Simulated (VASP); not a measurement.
# YTaP2 (P-3m1) in VASP: notebook

Runs on YTaP2. Level: PBE. Tasks: single point, relaxation of cell and atoms.

Everything below comes from runs of VASP 6.6.1. Logs are shortened: lines on timing, memory, paths and dates and some standing lists are left out, and cuts for length are marked.

## Step 1: The cell of the first run

The structure is trigonal, space group P-3m1 (No. 164). Conventional cell: a = 3.535 Å, b = 3.535 Å, c = 6.661 Å, α = 90.00°, β = 90.00°, γ = 120.00°. Within 3.2 Å of Y (site symmetry -3m) lie 6 P at 2.44 Å. Ta (site symmetry -3m) has 6 P at 2.85 Å and 2 Y at 3.33 Å and 6 Ta at 3.53 Å within 3.8 Å. P (site symmetry 3m) has 3 Y at 2.44 Å and 3 Ta at 2.85 Å within 3.2 Å.

## Step 2: Single point, PBE

INCAR

```
PREC = Accurate ; ENCUT = 520
EDIFF = 1E-6 ; ISMEAR = 0
SIGMA = 0.1 ; LREAL = F
LASPH = T ; NELM = 100
ALGO = Normal ; ISIF = 2
LWAVE = F ; LCHARG = F
GGA = PE ; NBANDS = 24
```

KPOINTS

```
regular mesh
0
Gamma
  6 6 4
```

POSCAR

```
YTaP2
1.0
    3.5348719400      0.0000000000      0.0000000000
   -1.7674359700      3.0612889000      0.0000000000
    0.0000000000      0.0000000000      6.6610588900
Y Ta P
1 1 2
Direct
    0.0000000000      0.0000000000      0.0000000000
    0.0000000000      0.0000000000      0.5000000000
    0.6666666700      0.3333333300      0.7979580200
    0.3333333300      0.6666666700      0.2020419800
```

Potentials or basis: VASP PAW PBE potentials, release 64 (Y_sv, Ta_pv, P).

Launch:

```console
$ cat potpaw_PBE.64/Y_sv/POTCAR potpaw_PBE.64/Ta_pv/POTCAR potpaw_PBE.64/P/POTCAR > POTCAR
$ mpirun -np 1 vasp_std > vasp.out
```

OUTCAR:

```text
PREC = Accurate
   ENCUT = 520
   EDIFF = 1E-6
   ISMEAR = 0
   LREAL = F
   LASPH = T
   NELM = 100
   ISIF = 2
   GGA = PE

 ion  position               nearest neighbor table
   1  0.000  0.000  0.000-   3 2.44   4 2.44   3 2.44   4 2.44   3 2.44   4 2.44   2 3.33   2 3.33

   2  0.000  0.000  0.500-   3 2.85   4 2.85   3 2.85   4 2.85   3 2.85   4 2.85   1 3.33   1 3.33

   3  0.667  0.333  0.798-   1 2.44   1 2.44   1 2.44   2 2.85   2 2.85   2 2.85
   4  0.333  0.667  0.202-   1 2.44   1 2.44   1 2.44   2 2.85   2 2.85   2 2.85

  LATTYP: Found a hexagonal cell.
 ALAT       =     3.5348719400
 C/A-ratio  =     1.8843847820

  Lattice vectors:

 A1 = (   3.5348719400,   0.0000000000,   0.0000000000)
 A2 = (  -1.7674359700,   3.0612889000,   0.0000000000)
 A3 = (   0.0000000000,   0.0000000000,   6.6610588900)

Analysis of symmetry for initial positions (statically):
=====================================================================
 Subroutine PRICEL returns:
 Original cell was already a primitive cell.

 Routine SETGRP: Setting up the symmetry group for a
 hexagonal supercell.

 Subroutine GETGRP returns: Found 12 space group operations
 (whereof 12 operations were pure point group operations)
 out of a pool of 24 trial point group operations.

The static configuration has the point symmetry D_3d.

Analysis of symmetry for dynamics (positions and initial velocities):
=====================================================================
 Subroutine PRICEL returns:
 Original cell was already a primitive cell.

 Routine SETGRP: Setting up the symmetry group for a
 hexagonal supercell.

 Subroutine GETGRP returns: Found 12 space group operations
 (whereof 12 operations were pure point group operations)
 out of a pool of 24 trial point group operations.

The dynamic configuration has the point symmetry D_3d.

 Subroutine INISYM returns: Found 12 space group operations
 (whereof 12 operations are pure point group operations),
 and found     1 'primitive' translations

----------------------------------------------------------------------------------------

                                     Primitive cell

  volume of cell :      72.0811

  direct lattice vectors                    reciprocal lattice vectors
     3.534871940  0.000000000  0.000000000     0.282895680  0.163329897  0.000000000
    -1.767435970  3.061288900  0.000000000     0.000000000  0.326659794  0.000000000
     0.000000000  0.000000000  6.661058890     0.000000000  0.000000000  0.150126281

  length of vectors
     3.534871940  3.534871941  6.661058890     0.326659794  0.326659794  0.150126281

  position of ions in fractional coordinates (direct lattice)
     0.000000000  0.000000000  0.000000000
     0.000000000  0.000000000  0.500000000
     0.666666670  0.333333330  0.797958020
     0.333333330  0.666666670  0.202041980

  ion indices of the primitive-cell ions
   primitive index   ion index
                 1           1
                 2           2
                 3           3
                 4           4

----------------------------------------------------------------------------------------

 KPOINTS: regular mesh

Automatic generation of k-mesh.
 Grid dimensions read from file:
 generate k-points for:    6    6    4

 Generating k-lattice:

  Cartesian coordinates                     Fractional coordinates (reciprocal lattice)
     0.047149280  0.027221649  0.000000000     0.166666667  0.000000000  0.000000000
     0.000000000  0.054443299  0.000000000     0.000000000  0.166666667  0.000000000
     0.000000000  0.000000000  0.037531570     0.000000000  0.000000000  0.250000000

  Length of vectors
     0.054443299  0.054443299  0.037531570

  Shift w.r.t. Gamma in fractional coordinates (k-lattice)
     0.000000000  0.000000000  0.000000000

 Subroutine IBZKPT returns following result:
 ===========================================

 Found     24 irreducible k-points:

 Following reciprocal coordinates:
            Coordinates               Weight
  0.000000  0.000000  0.000000      1.000000
  0.166667  0.000000  0.000000      6.000000
  0.333333  0.000000  0.000000      6.000000
  0.500000 -0.000000  0.000000      3.000000
  0.166667  0.166667  0.000000      6.000000
  0.333333  0.166667  0.000000     12.000000
[... 16 lines left out ...]
  0.333333  0.166667  0.500000     12.000000
  0.333333  0.333333  0.500000      2.000000
   k-points           NKPTS =     24   k-points in BZ     NKDIM =     24   number of bands    NBANDS=     24
   number of dos      NEDOS =    301   number of ions     NIONS =      4
   total plane-waves  NPLWV =  39200
   dimension x,y,z NGX =    28 NGY =   28 NGZ =   50
   dimension x,y,z NGXF=    56 NGYF=   56 NGZF=  100
   ions per type =               1   1   2
   NGX,Y,Z   is equivalent  to a cutoff of  13.17, 13.17, 12.48 a.u.
   NGXF,Y,Z  is equivalent  to a cutoff of  26.34, 26.34, 24.96 a.u.
 SYSTEM =  unknown system
[... 65 lines left out ...]
 k-point     1 :       0.0000    0.0000    0.0000
  band No.  band energies     occupation
      1     -34.4615      2.00000
      2     -28.8936      2.00000
      3     -28.8936      2.00000
      4     -28.8549      2.00000
      5     -15.0393      2.00000
      6     -14.5877      2.00000
[... 16 lines left out ...]
     23      10.7586      0.00000
     24      11.4459      0.00000

 k-point     2 :       0.1667    0.0000    0.0000
  band No.  band energies     occupation
      1     -34.4413      2.00000
      2     -28.9259      2.00000
      3     -28.9016      2.00000
      4     -28.8501      2.00000
      5     -14.9798      2.00000
      6     -14.8415      2.00000
[... 16 lines left out ...]
     23      11.2437      0.00000
     24      12.1605      0.00000

 k-point     3 :       0.3333    0.0000    0.0000
  band No.  band energies     occupation
      1     -34.4006      2.00000
      2     -28.9899      2.00000
      3     -28.9175      2.00000
      4     -28.8404      2.00000
      5     -15.3061      2.00000
      6     -14.8508      2.00000
[... 16 lines left out ...]
     23      11.5014      0.00000
     24      12.2080      0.00000

 k-point     4 :       0.5000   -0.0000    0.0000
  band No.  band energies     occupation
      1     -34.3801      2.00000
      2     -29.0215      2.00000
      3     -28.9254      2.00000
      4     -28.8356      2.00000
      5     -15.5174      2.00000
      6     -14.7857      2.00000
[... 16 lines left out ...]
     23      11.9992      0.00000
     24      12.1461      0.00000

 k-point     5 :       0.1667    0.1667    0.0000
  band No.  band energies     occupation
      1     -34.4109      2.00000
      2     -28.9679      2.00000
      3     -28.9196      2.00000
      4     -28.8428      2.00000
      5     -15.1480      2.00000
      6     -14.8904      2.00000
[... 16 lines left out ...]
     23      11.3001      0.00000
     24      11.9082      0.00000

 k-point     6 :       0.3333    0.1667    0.0000
  band No.  band energies     occupation
      1     -34.3802      2.00000
      2     -29.0054      2.00000
      3     -28.9418      2.00000
      4     -28.8356      2.00000
      5     -15.4010      2.00000
      6     -14.9153      2.00000
[... 16 lines left out ...]
     23      11.9593      0.00000
     24      12.5577      0.00000
[... 379 lines left out ...]
 k-point    21 :       0.5000   -0.0000    0.5000
  band No.  band energies     occupation
      1     -34.3805      2.00000
      2     -29.0215      2.00000
      3     -28.9254      2.00000
      4     -28.8342      2.00000
      5     -15.5183      2.00000
      6     -14.7977      2.00000
[... 16 lines left out ...]
     23      10.8762      0.00000
     24      11.7627      0.00000

 k-point    22 :       0.1667    0.1667    0.5000
  band No.  band energies     occupation
      1     -34.4112      2.00000
      2     -28.9679      2.00000
      3     -28.9196      2.00000
      4     -28.8414      2.00000
      5     -15.1483      2.00000
      6     -14.9041      2.00000
[... 16 lines left out ...]
     23      11.8763      0.00000
     24      12.0418      0.00000

 k-point    23 :       0.3333    0.1667    0.5000
  band No.  band energies     occupation
      1     -34.3805      2.00000
      2     -29.0054      2.00000
      3     -28.9418      2.00000
      4     -28.8342      2.00000
      5     -15.4018      2.00000
      6     -14.9158      2.00000
[... 16 lines left out ...]
     23      11.7063      0.00000
     24      12.1779      0.00000

 k-point    24 :       0.3333    0.3333    0.5000
  band No.  band energies     occupation
      1     -34.3702      2.00000
      2     -28.9836      2.00000
      3     -28.9836      2.00000
      4     -28.8319      2.00000
      5     -15.2313      2.00000
      6     -15.2313      2.00000
[... 16 lines left out ...]
     23      11.0370      0.00000
     24      11.5979      0.00000

------------------------ aborting loop because EDIFF is reached ----------------------------------------

  FORCE on cell =-STRESS in cart. coord.  units (eV):
  Direction    XX          YY          ZZ          XY          YZ          ZX
  --------------------------------------------------------------------------------------
  -------------------------------------------------------------------------------------
  Total       10.7162225     10.7162225      3.1521414     -0.0000000      0.0000000      0.0000000
  in kB      238.1941164    238.1941165     70.0640108     -0.0000000      0.0000000      0.0000000
  external PRESSURE =     182.1507479 kB  Pullay stress =       0.0000000 kB

 VOLUME and BASIS-vectors are now :
 -----------------------------------------------------------------------------
  energy-cutoff  :      520.00
  volume of cell :       72.08
      direct lattice vectors                 reciprocal lattice vectors
     3.534871940  0.000000000  0.000000000     0.282895680  0.163329897  0.000000000
    -1.767435970  3.061288900  0.000000000     0.000000000  0.326659794  0.000000000
     0.000000000  0.000000000  6.661058890     0.000000000  0.000000000  0.150126281

 POSITION                                       TOTAL-FORCE (eV/Angst)
 -----------------------------------------------------------------------------------
      0.00000      0.00000      0.00000         0.000000      0.000000     -0.000000
      0.00000      0.00000      3.33053         0.000000      0.000000     -0.000000
      1.76744      1.02043      5.31525         0.000000      0.000000     -7.384278
     -0.00000      2.04086      1.34581        -0.000000      0.000000      7.384278
 -----------------------------------------------------------------------------------
    total drift:                               -0.000000     -0.000000      0.000000

  FREE ENERGIE OF THE ION-ELECTRON SYSTEM (eV)
  ---------------------------------------------------
  free  energy   TOTEN  =       -29.0125748751 eV

  energy  without entropy=      -29.0030426904  energy(sigma->0) =      -29.00780878
```

Run time: 41 s. Hardware: 1 thread of Intel Xeon Platinum 8375C at 2.90GHz (Ice Lake), shared host; peak memory 0.22 GiB.

What came out:

```yaml
Free_energy: -29.0126 eV
Pressure: 18.2 GPa
Largest_force: 7.384 eV/Å
Band_gap_on_the_k_mesh: zero (band 16 reaches 7.12 eV, above the bottom of band 17 at 6.29 eV)
```

Forces in eV/Å, atoms in the order of the input:
```
Y    0.000  0.000  0.000
Ta   0.000  0.000  0.000
P    0.000  0.000 -7.384
P    0.000  0.000  7.384
```

Stress tensor (GPa, compression positive):
```
23.82  0.00  0.00
 0.00 23.82  0.00
 0.00  0.00  7.01
```

Levels at points of the mesh, in eV from the Fermi level:
| k point | band 13 | band 14 | band 15 | band 16 | band 17 | band 18 | band 19 | band 20 |
| --- | --- | --- | --- | --- | --- | --- | --- | --- |
| (0.00, 0.00, 0.00) | -2.06 | -0.59 | 0.01 | 0.01 | 0.62 | 0.62 | 0.94 | 0.94 |
| (0.50, 0.00, 0.00) | -2.82 | -2.06 | -1.75 | -0.34 | -0.03 | 1.77 | 2.53 | 3.13 |
| (0.00, 0.00, 0.50) | -2.42 | -1.16 | -1.16 | -0.17 | 0.73 | 0.73 | 2.41 | 2.41 |
| (0.50, 0.00, 0.50) | -2.69 | -2.20 | -1.60 | -1.01 | 0.37 | 2.29 | 2.53 | 2.90 |

Caveat: spin-orbit coupling is left out, which moves the levels of the heavy elements; forces of over 1 eV/Å act on the atoms, so gaps and moduli don't describe the material at rest.

## Step 3: Single point, PBE

This run uses another cell than the first one, of 19.47 Å³/atom, 1.081 times its volume.

INCAR

```
ALGO = Normal ; EDIFF = 1E-7
ENCUT = 520 ; GGA = PE
ISIF = 2 ; ISMEAR = 0
LASPH = T ; LCHARG = F
LREAL = F ; LWAVE = F
NBANDS = 24 ; NELM = 100
PREC = Accurate ; SIGMA = 0.1
```

KPOINTS

```
k-points
0
Gamma
  6 6 4
```

POSCAR

```
YTaP2
1.0
    3.7006645460      0.0000000000      0.0000000000
   -1.8503322730      3.2048695077      0.0000000000
    0.0000000000      0.0000000000      6.5671275791
Y Ta P
1 1 2
Direct
    0.0000000000      0.0000000000      0.0000000000
    0.0000000000      0.0000000000      0.5000000000
    0.6666666667      0.3333333333      0.7207257392
    0.3333333333      0.6666666667      0.2792742608
```

Potentials or basis: VASP PAW PBE potentials, release 64 (Y_sv, Ta_pv, P).

Launch:

```console
$ cat potpaw_PBE.64/Y_sv/POTCAR potpaw_PBE.64/Ta_pv/POTCAR potpaw_PBE.64/P/POTCAR > POTCAR
$ mpirun -np 1 vasp_std > vasp.out
```

Run time: 58 s. Hardware: 1 thread of Intel Xeon Platinum 8375C at 2.90GHz (Ice Lake), shared host; peak memory 0.23 GiB.

The run converged. Its results:

```
Free energy            : -33.0872 eV
Pressure               : 0.0 GPa
Largest force          : 0.013 eV/Å
Band gap on the k mesh : zero (band 16 reaches 6.75 eV, above the bottom of band 17 at 6.13 eV)
```

Forces on the atoms (eV/Å):
```
Y    0.000  0.000  0.000
Ta   0.000  0.000  0.000
P    0.000  0.000  0.013
P    0.000  0.000 -0.013
```

Stress tensor (GPa, compression positive):
```
 0.01  0.00  0.00
 0.00  0.01  0.00
 0.00  0.00 -0.06
```

Levels at points of the mesh, in eV from the Fermi level:
```csv
k point,band 14,band 15,band 16,band 17,band 18,band 19
"(0.00, 0.00, 0.00)",-0.58,-0.31,-0.31,0.04,0.04,0.82
"(0.50, 0.00, 0.00)",-2.51,-1.82,-1.45,0.43,1.57,1.82
"(0.00, 0.00, 0.50)",-1.32,-1.32,0.03,0.03,0.64,1.36
"(0.50, 0.00, 0.50)",-3.00,-2.19,-0.72,-0.03,1.68,1.87
```

Caveat: spin-orbit coupling is left out, which moves the levels of the heavy elements.

## Step 4: Relaxation of cell and atoms, PBE

INCAR

```
  PREC = Accurate
  ENCUT = 600
  EDIFF = 1E-6
  ISMEAR = 0
  SIGMA = 0.1
  LREAL = False
  LASPH = True
  NELM = 100
  ALGO = Normal
  ISIF = 3
  LWAVE = False
  LCHARG = False
  GGA = PE
  IBRION = 2
  NSW = 90
  EDIFFG = -0.04
```

KPOINTS

```
Automatic mesh
0
Gamma
  6 6 4
```

POSCAR

```
YTaP2
1.0
    3.5348719400      0.0000000000      0.0000000000
   -1.7674359700      3.0612889000      0.0000000000
    0.0000000000      0.0000000000      6.6610588900
Y Ta P
1 1 2
Direct
    0.0000000000      0.0000000000      0.0000000000
    0.0000000000      0.0000000000      0.5000000000
    0.6666666700      0.3333333300      0.7979580200
    0.3333333300      0.6666666700      0.2020419800
```

Launch:

```console
$ cat potpaw_PBE.64/Y_sv/POTCAR potpaw_PBE.64/Ta_pv/POTCAR potpaw_PBE.64/P/POTCAR > POTCAR
$ mpirun -np 1 vasp_std > vasp.out
```

Wall time 5.3 min (1 thread of Intel Xeon Platinum 8375C at 2.90GHz (Ice Lake), shared host); peak memory 0.25 GiB.

The run converged. Its results:

| Property | Result |
| --- | --- |
| Free energy | -33.0871 eV |
| Relaxed volume | 19.47 Å³/atom |
| Relaxed cell | a = 3.703 Å, b = 3.703 Å, c = 6.559 Å, α = 90.00°, β = 90.00°, γ = 120.00° |
| Space group after relaxing (to 0.05 Å) | P-3m1 (No. 164) |
| Energy gained by relaxing | 1018.4 meV/atom |
| Ionic steps | 11 |
| Pressure after relaxing | 0.0 GPa |
| Largest force after relaxing | 0.014 eV/Å |
| Band gap on the k mesh | zero (band 16 reaches 6.75 eV, above the bottom of band 17 at 6.12 eV) |

Forces on the atoms (eV/Å):
```
Y    0.000  0.000  0.000
Ta   0.000  0.000  0.000
P    0.000  0.000 -0.014
P    0.000  0.000  0.014
```

Stress tensor (GPa, compression positive):
```
-0.01  0.00  0.00
 0.00 -0.01  0.00
 0.00  0.00  0.10
```

Step by step:
```csv
step,energy change (eV),largest force (eV/Å),pressure (GPa),volume (Å³)
1,0.0000,7.3837,18.23,72.08
2,-2.6218,1.7408,-16.88,95.43
3,-2.7800,2.6166,-12.92,89.54
4,-3.9403,0.0964,4.51,76.27
5,-3.9733,0.5631,1.07,77.88
6,-4.0600,0.0730,0.29,78.14
7,-4.0641,0.2478,0.15,78.20
8,-4.0717,0.0548,-0.60,78.39
9,-4.0721,0.0056,-0.77,78.44
10,-4.0725,0.0317,0.70,77.42
11,-4.0736,0.0142,0.03,77.88
```

Final structure:
```xyz
4
Lattice="3.7028 0.0000 0.0000 -1.8514 3.2067 0.0000 0.0000 0.0000 6.5593" Properties=species:S:1:pos:R:3 pbc="T T T"
Y     0.0000    0.0000    0.0000
Ta    0.0000    0.0000    3.2796
P     1.8514    1.0689    4.7295
P     0.0000    2.1378    1.8298
```

Levels at points of the mesh, in eV from the Fermi level:
```
           k point  band 14  band 15  band 16  band 17  band 18  band 19
(0.00, 0.00, 0.00)    -0.57    -0.31    -0.31     0.03     0.03     0.81
(0.50, 0.00, 0.00)    -2.51    -1.83    -1.46     0.44     1.56     1.82
(0.00, 0.00, 0.50)    -1.33    -1.33     0.02     0.02     0.63     1.37
(0.50, 0.00, 0.50)    -3.00    -2.20    -0.72    -0.02     1.68     1.86
```

Caveat: spin-orbit coupling is left out, which moves the levels of the heavy elements.

## Step 5: Overview

| task | cell | cutoff (eV) | gap on the mesh (eV) | pressure (GPa) | largest force (eV/Å) |
| --- | --- | --- | --- | --- | --- |
| single point | a = 3.535, b = 3.535, c = 6.661 Å, angles 90.0, 90.0, 120.0°, 4 atoms | 520 | none | 18.2 | 7.38 |
| single point | a = 3.701, b = 3.701, c = 6.567 Å, angles 90.0, 90.0, 120.0°, 4 atoms | 520 | none | 0.0 | 0.01 |
| relaxation of cell and atoms | relaxed from a = 3.535, b = 3.535, c = 6.661 Å, angles 90.0, 90.0, 120.0°, 4 atoms | 600 | none | 0.0 | 0.01 |

Alike in all rows: level PBE; potentials or basis VASP PAW PBE potentials, release 64 (Y_sv, Ta_pv, P); no spin polarisation; k mesh 6 × 6 × 4; smearing gaussian 0.1 eV.

Caveats: spin-orbit coupling is left out, which moves the levels of the heavy elements; forces of over 1 eV/Å act on the atoms, so gaps and moduli don't describe the material at rest (some runs).

Absolute energies hang on the potentials; compare differences alone.
